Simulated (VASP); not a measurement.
V2I:

```xyz
3
Lattice="4.0914 0.0000 0.0000 -2.0457 3.5433 0.0000 0.0000 0.0000 4.4176" Properties=species:S:1:pos:R:3 pbc="T T T"
V     0.0000    2.3622    2.2088
V     2.0457    1.1811    2.2088
I     0.0000    0.0000    0.0000
```

| Property | Result |
| --- | --- |
| Program | VASP 6.6.1 |
| Task | relaxation of cell and atoms |
| Functional | r2SCAN |
| Potentials or basis | VASP PAW PBE potentials, release 64 (V_sv, I) |
| Cutoff | 600 eV |
| k mesh | 6 × 6 × 4 |
| Occupations | gaussian, width 0.1 eV |
| Spin | no spin polarisation |

At the start: pressure -6.1 GPa; volume 21.35 Å³/atom.

Task: How do energy, volume and symmetry change on relaxing?

Result: Over 14 steps the energy falls by 111.4 meV/atom and the volume is 17.56 Å³/atom (-17.7 %); space group P6/mmm (No. 191, to 0.1 Å) before and after.

The path:
```csv
step,energy change (eV),largest force (eV/Å),pressure (GPa),volume (Å³)
1,0.0000,0.0000,-6.07,64.04
2,-0.1355,0.0000,1.05,56.83
3,-0.1373,0.0000,0.17,57.50
4,-0.1652,0.0000,0.40,56.91
5,-0.2085,0.0000,0.78,55.62
6,-0.2875,0.0000,2.14,52.72
7,0.3996,0.0000,21.05,45.52
8,-0.3017,0.0000,2.48,52.17
9,-0.2288,0.0000,7.88,49.04
10,-0.3149,0.0000,3.58,51.08
11,-0.3287,0.0000,0.77,52.13
12,-0.3294,0.0000,1.18,51.94
13,-0.3329,0.0000,0.60,52.30
14,-0.3342,0.0000,0.06,52.69
```

Final structure:
```
V I
1.0
     4.22387    0.00000    0.00000
    -2.11194    3.65798    0.00000
     0.00000    0.00000    3.40992
V I
2 1
Direct
  0.33333 0.66667 0.50000
  0.66667 0.33333 0.50000
  0.00000 0.00000 0.00000
```

Caveat: the volume moved by over 15 % at a fixed basis, so the end points are rough; the PAW data sets were made with another functional, which shifts forces and pressure a little; an odd number of electrons without spin polarisation forces a metal; a magnetic or distorted state may lie lower; the run has no spin polarisation, though such a crystal can be magnetic.
